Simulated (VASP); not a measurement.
## Ti2B: single point with PBE

Ti2B:

```
Ti B
1.0
     5.57500    0.00000    0.00000
    -2.78750    4.82809    0.00000
     0.00000    0.00000    3.15519
Ti B
4 2
Direct
  0.50000 0.00000 0.00000
  0.00000 0.50000 0.00000
  0.50000 0.50000 0.00000
  0.00000 0.00000 0.50000
  0.33333 0.66667 0.50000
  0.66667 0.33333 0.50000
```

The cell was built from a structure type or drawn by symmetry, and may not be a known phase.

```
Program                : VASP 6.6.1
Task                   : single point
Functional             : PBE
Potentials or basis    : VASP PAW PBE potentials, release 64 (Ti_sv, B)
Cutoff                 : 520 eV
k mesh                 : 12 × 12 × 12
Occupations            : gaussian, width 0.1 eV
Spin                   : no spin polarisation
Dipole correction      : no
Further INCAR settings : ALGO = Fast; EDIFF = 1e-06; NBANDS = 36
```

- Pressure: -0.1 GPa
- Band gap on the k mesh: zero (bands 27 and 28 overlap by 0.42 eV)

Stress tensor (GPa, compression positive):
```
-0.11  0.00  0.00
 0.00 -0.11  0.00
 0.00  0.00  0.01
```

Levels at points of the mesh, in eV from the Fermi level:
| k point | band 23 | band 24 | band 25 | band 26 | band 27 | band 28 | band 29 | band 30 | band 31 | band 32 |
| --- | --- | --- | --- | --- | --- | --- | --- | --- | --- | --- |
| (0.00, 0.00, 0.00) | -1.38 | -0.73 | -0.73 | -0.29 | -0.29 | 0.62 | 0.62 | 0.79 | 0.98 | 0.98 |
| (0.50, 0.00, 0.00) | -1.31 | -1.20 | -0.63 | -0.37 | -0.12 | 0.01 | 0.17 | 0.71 | 1.01 | 1.63 |
| (0.00, 0.00, 0.50) | -1.06 | -1.06 | -0.55 | -0.34 | -0.34 | -0.33 | -0.33 | 1.40 | 1.40 | 1.93 |
| (0.50, 0.00, 0.50) | -1.73 | -1.39 | -0.97 | -0.75 | -0.27 | 0.41 | 0.64 | 0.77 | 1.12 | 2.28 |

It took 10 min on 1 thread of Intel(R) Xeon(R) 6975P-C (Granite Rapids), with other jobs on the host, peak memory 0.42 GiB.
